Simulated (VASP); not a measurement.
# Ag (I4/mmm) in VASP: notebook

Ag is run at these levels: r2SCAN; tasks: single point.

All numbers are computed with VASP 6.6.1; they aren't measurements. Logs are shortened: lines on timing, memory, paths and dates and some standing lists are left out, and cuts for length are marked.

## Step 1: The cell of the first run

Symmetry: I4/mmm, No. 139, tetragonal system. Conventional cell: a = 2.980 Å, b = 2.980 Å, c = 3.311 Å, α = 90.00°, β = 90.00°, γ = 90.00°. Within 3.5 Å of Ag (site symmetry 4/mmm) lie 14 Ag at 2.68 to 3.31 Å.

## Step 2: Single point, r2SCAN (strain -0.1000 x Voigt [1, 1, 0, 0, 0, 0])

Input file POSCAR:

```
Ag
1.0
   -1.4900886000      1.4900886000      1.6556540000
    1.4900886000     -1.4900886000      1.6556540000
    1.4900886000      1.4900886000     -1.6556540000
Ag
1
Direct
    0.0000000000      0.0000000000      0.0000000000
```

Input file INCAR.step1:

```
ALGO = Normal
EDIFF = 1E-4
ENCUT = 520
GGA = PE
ISMEAR = 0
LASPH = True
LCHARG = False
LREAL = False
LWAVE = True
NBANDS = 12
NELM = 80
PREC = Accurate
SIGMA = 0.15
```

Input file INCAR.step2:

```
ALGO = Normal
EDIFF = 1E-6
ENCUT = 520
ISIF = 2
ISMEAR = 0
ISTART = 1
LASPH = True
LCHARG = True
LELF = True
LMIXTAU = True
LREAL = False
LVHAR = True
LWAVE = False
METAGGA = R2SCAN
NBANDS = 12
NELM = 80
PREC = Accurate
SIGMA = 0.15
```

Input file KPOINTS:

```
k-points
0
Gamma
  20 20 20
```

Potentials or basis: VASP PAW PBE potentials, release 64 (Ag).

Started as:

```console
$ cat potpaw_PBE.64/Ag/POTCAR > POTCAR
$ cp INCAR.step1 INCAR
$ mpirun -np 1 vasp_std > vasp.out
$ cp INCAR.step2 INCAR
$ mpirun -np 1 vasp_std > vasp.out
```

OUTCAR:

```text
EDIFF = 1E-6
   ENCUT = 520
   ISIF = 2
   ISMEAR = 0
   ISTART = 1
   LASPH = True
   LREAL = False
   METAGGA = R2SCAN
   NELM = 80
   PREC = Accurate

 ion  position               nearest neighbor table
   1  0.000  0.000  0.000-

  LATTYP: Found a body centered tetragonal cell.
 ALAT       =     2.9801772000
 C/A-ratio  =     1.1111111111

  Lattice vectors:

 A1 = (  -1.4900886000,   1.4900886000,   1.6556540000)
 A2 = (   1.4900886000,  -1.4900886000,   1.6556540000)
 A3 = (   1.4900886000,   1.4900886000,  -1.6556540000)

Analysis of symmetry for initial positions (statically):
=====================================================================
 Subroutine PRICEL returns:
 Original cell was already a primitive cell.

 Routine SETGRP: Setting up the symmetry group for a
 body centered tetragonal supercell.

 Subroutine GETGRP returns: Found 16 space group operations
 (whereof 16 operations were pure point group operations)
 out of a pool of 16 trial point group operations.

The static configuration has the point symmetry D_4h.

Analysis of symmetry for dynamics (positions and initial velocities):
=====================================================================
 Subroutine PRICEL returns:
 Original cell was already a primitive cell.

 Routine SETGRP: Setting up the symmetry group for a
 body centered tetragonal supercell.

 Subroutine GETGRP returns: Found 16 space group operations
 (whereof 16 operations were pure point group operations)
 out of a pool of 16 trial point group operations.

The dynamic configuration has the point symmetry D_4h.

 Subroutine INISYM returns: Found 16 space group operations
 (whereof 16 operations are pure point group operations),
 and found     1 'primitive' translations

----------------------------------------------------------------------------------------

                                     Primitive cell

  volume of cell :      14.7046

  direct lattice vectors                    reciprocal lattice vectors
    -1.490088600  1.490088600  1.655654000     0.000000000  0.335550517  0.301995465
     1.490088600 -1.490088600  1.655654000     0.335550517  0.000000000  0.301995465
     1.490088600  1.490088600 -1.655654000     0.335550517  0.335550517  0.000000000
[... 85 lines left out ...]
   NSW    =      0    number of steps for IOM
   IBRION =     -1    ionic relax: 0-MD 1-quasi-New 2-CG
   NFREE  =      0    steps in history (QN), initial steepest desc. (CG)
   ISIF   =      2    stress and relaxation
   ISYM   =      2    0-nonsym 1-usesym 2-fastsym
   POTIM  = 0.5000    time-step for ionic-motion
   TEBEG  =    0.0;   TEEND  =   0.0 temperature during run
   PSTRESS=    0.0 pullay stress
   NELECT =      11.0000    total number of electrons
   NUPDOWN=      -1.0000    fix difference up-down
   EMIN   =  10.00;   EMAX   =-10.00  energy-range for DOS
   EFERMI =   0.00;   METHOD = LEGACY
   ISMEAR =     0;   SIGMA  =   0.15  broadening in eV -4-tet -1-fermi 0-gaus
   EFERMI_NEDOS =   21; number of points for ismear=-14 and -15
   IALGO  =     38    algorithm
   IMIX   =      4    mixing-type and parameters
     AMIX     =   0.40;   BMIX     =  1.00
     AMIX_MAG =   1.60;   BMIX_MAG =  1.00
  volume/ion in A,a.u.               =      14.70        99.23
  Fermi-wavevector in a.u.,A,eV,Ry     =   1.486122  2.808363 30.049265  2.208559
  Thomas-Fermi vector in A             =   2.599448
   LORBIT       =      0    0 simple, 1 ext, 2 COOP (PROOUT), +10 PAW based schemes
   METAGGA = R2SCAN    functional components
   LHFCALC =     F    Hartree Fock is set to
   AEXX    =    0.0000 exact exchange contribution
   IVDW    =     0    specifies the selected vdW correction
   LEPSILON=     F    determine dielectric tensor
   LRPA    =     F    only Hartree local field effects (RPA)
 non-spin polarized calculation
 Gauss-broadening in eV      SIGMA  =   0.15
  energy-cutoff  :      520.00
  volume of cell :       14.70
 maximum number of plane-waves:       418
   NGX =  9   NGY =  9   NGZ =  9

 number of electron      11.0000007 magnetization

 Free energy of the ion-electron system (eV)
  ---------------------------------------------------
  ext. energy  EPLUGINS =         0.00000000
  ---------------------------------------------------
  free energy    TOTEN  =       -21.13170270 eV

  energy without entropy =      -21.12831379  energy(sigma->0) =      -21.13000824

 E-fermi :  10.7258     XC(G=0): -14.0364

 val. band max:       10.7075052609   @ k =  -0.1000   0.4500   0.1000
 cond. band min:      10.7319277061   @ k =  -0.2000  -0.4000   0.1500
 fundamental gap:      0.0244224452
 Fermi energy:        10.7257676165

 k-point     1 :       0.0000    0.0000    0.0000
  band No.  band energies     occupation
      1       1.4987      2.00000
      2       4.6232      2.00000
      3       4.6232      2.00000
      4       5.2000      2.00000
      5       6.0801      2.00000
      6       6.7167      2.00000
      7      28.6952      0.00000
      8      30.6094      0.00000
      9      30.6094      0.00000
     10      36.5568      0.00000
     11      37.8441      0.00000
     12      38.0596      0.00000
[... 331 lines left out ...]
 k-point    24 :      -0.3500    0.0500    0.0000
  band No.  band energies     occupation
      1       3.1468      2.00000
      2       4.2328      2.00000
      3       5.9083      2.00000
      4       6.2040      2.00000
      5       6.7638      2.00000
      6       7.3048      2.00000
      7      20.6961      0.00000
      8      26.8564      0.00000
      9      30.1398      0.00000
     10      33.2338      0.00000
     11      35.1854      0.00000
     12      36.2780      0.00000

 [... further k-points ...]

------------------------ aborting loop because EDIFF is reached ----------------------------------------

  FORCE on cell =-STRESS in cart. coord.  units (eV):
  Direction    XX          YY          ZZ          XY          YZ          ZX
  --------------------------------------------------------------------------------------
  -------------------------------------------------------------------------------------
  Total        2.4959102      2.4959102      2.7219973      0.0000000      0.0000000      0.0000000
  in kB      271.9479421    271.9479421    296.5818088      0.0000000      0.0000000      0.0000000
  external PRESSURE =     280.1592310 kB  Pullay stress =       0.0000000 kB

 VOLUME and BASIS-vectors are now :
 -----------------------------------------------------------------------------
  energy-cutoff  :      520.00
  volume of cell :       14.70
      direct lattice vectors                 reciprocal lattice vectors
    -1.490088600  1.490088600  1.655654000     0.000000000  0.335550517  0.301995465
     1.490088600 -1.490088600  1.655654000     0.335550517  0.000000000  0.301995465
     1.490088600  1.490088600 -1.655654000     0.335550517  0.335550517  0.000000000

 POSITION                                       TOTAL-FORCE (eV/Angst)
 -----------------------------------------------------------------------------------
      0.00000      0.00000      0.00000         0.000000     -0.000000     -0.000000
 -----------------------------------------------------------------------------------
    total drift:                                0.000000     -0.000000      0.000000

  FREE ENERGIE OF THE ION-ELECTRON SYSTEM (eV)
  ---------------------------------------------------
  free  energy   TOTEN  =       -21.1317027012 eV

  energy  without entropy=      -21.1283137879  energy(sigma->0) =      -21.13000824
```

OUTCAR.step1:

```text
EDIFF = 1E-4
   ENCUT = 520
   GGA = PE
   ISMEAR = 0
   LASPH = True
   LREAL = False
[... 575 lines left out ...]

 POSITION                                       TOTAL-FORCE (eV/Angst)
 -----------------------------------------------------------------------------------
      0.00000      0.00000      0.00000        -0.000000      0.000000     -0.000000
 -----------------------------------------------------------------------------------
    total drift:                                0.000000     -0.000000      0.000000

  FREE ENERGIE OF THE ION-ELECTRON SYSTEM (eV)
  ---------------------------------------------------
  free  energy   TOTEN  =        -2.4366231160 eV

  energy  without entropy=       -2.4329730432  energy(sigma->0) =       -2.43479808
```

Wall time 3.9 min (1 thread of Intel Xeon Platinum 8375C at 2.90GHz (Ice Lake), shared host); peak memory 0.22 GiB.

What came out:

| Property | Result |
| --- | --- |
| Free energy | -21.1317 eV |
| Pressure | 28.0 GPa |
| Band gap on the k mesh | zero (an odd number of electrons rules out a gap without spin polarisation) |

Stress tensor (GPa, compression positive):
```
27.19  0.00  0.00
 0.00 27.19  0.00
 0.00  0.00 29.66
```

Caveat: the cell differs from its parent crystal (strain -0.1000 x Voigt [1, 1, 0, 0, 0, 0]); the cell stands under pressure; the PAW data sets were made with another functional, which shifts forces and pressure a little.

## Step 3: Single point, r2SCAN (strain -0.0750 x Voigt [1, 1, 0, 0, 0, 0])

Input file POSCAR:

```
Ag
1.0
   -1.5314799500      1.5314799500      1.6556540000
    1.5314799500     -1.5314799500      1.6556540000
    1.5314799500      1.5314799500     -1.6556540000
Ag
1
Direct
    0.0000000000      0.0000000000      0.0000000000
```

Input file INCAR.step1:

```
SYSTEM = Ag
ALGO = Normal
EDIFF = 1E-4
ENCUT = 520
GGA = PE
ISMEAR = 0
LASPH = .True.
LCHARG = .False.
LREAL = .False.
LWAVE = .True.
NBANDS = 12
NELM = 80
PREC = Accurate
SIGMA = 0.15
```

Input file INCAR.step2:

```
SYSTEM = Ag
ALGO = Normal
EDIFF = 1E-6
ENCUT = 520
ISIF = 2
ISMEAR = 0
ISTART = 1
LASPH = .True.
LCHARG = .True.
LELF = .True.
LMIXTAU = .True.
LREAL = .False.
LVHAR = .True.
LWAVE = .False.
METAGGA = R2SCAN
NBANDS = 12
NELM = 80
PREC = Accurate
SIGMA = 0.15
```

Input file KPOINTS:

```
k-points
0
Gamma
  20 20 20
  0 0 0
```

Potentials or basis: VASP PAW PBE potentials, release 64 (Ag).

Started as:

```console
$ cat potpaw_PBE.64/Ag/POTCAR > POTCAR
$ cp INCAR.step1 INCAR
$ mpirun -np 1 vasp_std > vasp.out
$ cp INCAR.step2 INCAR
$ mpirun -np 1 vasp_std > vasp.out
```

It took 3.6 min on 1 thread of Intel Xeon Platinum 8375C at 2.90GHz (Ice Lake), shared host; peak memory 0.22 GiB.

It converged, with:

```
Free energy            : -21.2413 eV
Pressure               : 16.3 GPa
Band gap on the k mesh : zero (an odd number of electrons rules out a gap without spin polarisation)
```

Stress tensor (GPa, compression positive):
```
15.71  0.00  0.00
 0.00 15.71  0.00
 0.00  0.00 17.43
```

Levels at points of the mesh, in eV from the Fermi level:
| k point | band 4 | band 5 | band 6 | band 7 | band 8 | band 9 |
| --- | --- | --- | --- | --- | --- | --- |
| (0.00, 0.00, 0.00) | -5.42 | -4.39 | -3.95 | 18.11 | 19.50 | 19.50 |
| (0.50, 0.00, 0.00) | -3.90 | -2.95 | -0.45 | 4.60 | 14.64 | 16.73 |
| (0.50, 0.50, 0.00) | -3.81 | -2.85 | 0.07 | 5.45 | 13.45 | 14.75 |
| (0.50, 0.50, 0.50) | -3.14 | -3.14 | 5.91 | 8.37 | 8.37 | 13.07 |

Caveat: the cell differs from its parent crystal (strain -0.0750 x Voigt [1, 1, 0, 0, 0, 0]); the cell stands under pressure; the PAW data sets were made with another functional, which shifts forces and pressure a little.
